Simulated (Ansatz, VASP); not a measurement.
**VO2 in VASP and in Ansatz**

INCAR

```
ALGO     = Normal         # electronic algorithm
EDIFF    = 1E-7           # SCF threshold, eV
EDIFFG   = -0.005         # ionic threshold
ENCUT    = 600            # plane-wave cutoff, eV
GGA      = PE             # functional
GGA_COMPAT= False        
IBRION   = 2              # ionic algorithm
ISIF     = 3              # what is computed and relaxed
ISMEAR   = 0              # smearing method
ISPIN    = 2              # spin polarisation
KPAR     = 4            
LASPH    = True           # aspherical terms in the spheres
LCHARG   = False          # write CHGCAR
LDAU     = True           # DFT+U
LDAUJ    = 0 0          
LDAUL    = 2 -1           # shell
LDAUPRINT= 1            
LDAUTYPE = 2            
LDAUU    = 3.25 0         # U, eV
LMAXMIX  = 4              # l up to which the mixer works
LORBIT   = 11             # projections on sites
LREAL    = False          # projectors in reciprocal space
LWAVE    = False          # write WAVECAR
MAGMOM   = 0.95 0.95 0 0 0 0 # initial moments
NELM     = 200            # most SCF steps
NELMIN   = 4            
NSW      = 100            # ionic steps
PREC     = Accurate       # precision mode
SIGMA    = 0.02           # smearing width, eV
```

KPOINTS

```
k-points
0
Gamma
  6 10 6
```

File POSCAR:

```
VO2
1.0
    4.4816785806      0.0000000000      0.0709859405
    0.0000000000      3.0248401682      0.0000000000
   -0.0707424136      0.0000000000      4.4819180180
V O
2 4
Direct
    0.0000000000      0.0000000000      0.0000000000
    0.5000000000      0.5000000000      0.5000000000
    0.7989522321      0.5000000000      0.2010596450
    0.2010477679      0.5000000000      0.7989403550
    0.7010461213      0.0000000000      0.7010532057
    0.2989538787      0.0000000000      0.2989467943
```

Input for Ansatz:

```yaml
crystal:
  lattice:
    - [4.4816785674, 0.0, 0.070985935]
    - [0.0, 3.0248401662, 0.0]
    - [-0.0707424188, 0.0, 4.4819180358]
  atoms:
    - { symbol: V, position: [0.0, 0.0, 0.0], spin: 0.95 }
    - { symbol: V, position: [0.5, 0.5, 0.5], spin: 0.95 }
    - { symbol: O, position: [0.7989522299, 0.5, 0.2010596438] }
    - { symbol: O, position: [0.2010477701, 0.5, 0.7989403562] }
    - { symbol: O, position: [0.7010461234, 0.0, 0.7010532048] }
    - { symbol: O, position: [0.2989538766, 0.0, 0.2989467952] }
basis:
  ecutwfc: 420
kpoints:
  mp_grid: { grid: [6, 10, 6] }
hamiltonian:
  xc: pbe
  hubbard: { sites: [{ species: V, l: d, u_eff: 3.25 }] }
scf:
  occupations: { method: gaussian, width: 0.02 }
output:
  forces: true
  stress: true
  eigenvalues: true
  populations: true
  write_density: true
  write_potential: true
  elf: true
  volumetric_format: npy
magnetization:
  spin_polarized: true
relax:
  adjacent_minimum: "off"
  f_tol: 0.005
  max_steps: 80
  cell: { stress_tol: 0.05 }
```

Alike in both runs: task relaxation of cell and atoms; functional PBE; k mesh 6 × 10 × 6; occupations gaussian, width 0.02 eV; collinear spin; Hubbard terms V d U = 3.25 eV.

|  | VASP | Ansatz |
| --- | --- | --- |
| version | VASP 6.6.1 | Ansatz 0.2.0 |
| potentials or method | VASP PAW PBE potentials, release 64 (V_sv, O), cutoff 600 eV | scalar-relativistic, plane waves, PAW |
| valence electrons in the cell | 50 | 50 |

VASP gave:

```
gap on the k mesh at the Fermi level, each at its own relaxed structure (eV) : 0.95
net moment per atom (μB)                                                     : 0.33
size of the moment on the site where the two differ most (μB)                : 1.07
relaxed volume (Å³/atom)                                                     : 10.27
relaxed cell length with the largest relative difference (Å)                 : 4.507
```

Problem. Which values does Ansatz return?

Solution. gap on the k mesh at the Fermi level, each at its own relaxed structure (eV): 0.88; net moment per atom (μB): 0.33; size of the moment on the site where the two differ most (μB): 0.86; relaxed volume (Å³/atom): 10.13; relaxed cell length with the largest relative difference (Å): 4.482.

Site moments also hang on the region over which each program counts them. The programs project onto different local orbitals, so the same U acts differently, and such runs can settle in different states.
